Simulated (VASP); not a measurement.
A run of VASP 6.6.1 is set up as follows.

File INCAR:

```
  PREC = Accurate
  ENCUT = 520
  EDIFF = 1E-7
  ISMEAR = -1
  SIGMA = 0.05
  LREAL = F
  LASPH = T
  NELM = 60
  ALGO = Normal
  ISIF = 2
  LWAVE = F
  LCHARG = F
  GGA = RE
  NBANDS = 8
```

The input KPOINTS:

```
Automatic mesh
0
Gamma
  10 10 10
```

POSCAR

```
Sb
1.0
    0.0000000000      2.3712425216      2.3712425216
    2.3712425216      0.0000000000      2.3712425216
    2.3712425216      2.3712425216      0.0000000000
Sb
1
Direct
    0.0000000000      0.0000000000      0.0000000000
```

Potentials or basis: VASP PAW PBE potentials, release 64 (Sb).

Launch:

```sh
$ cat potpaw_PBE.64/Sb/POTCAR > POTCAR
$ mpirun -np 1 vasp_std > vasp.out
```

What does it give for the pressure?

2.6 GPa.

Caveat: the PAW data sets were made with another functional, which shifts forces and pressure a little.
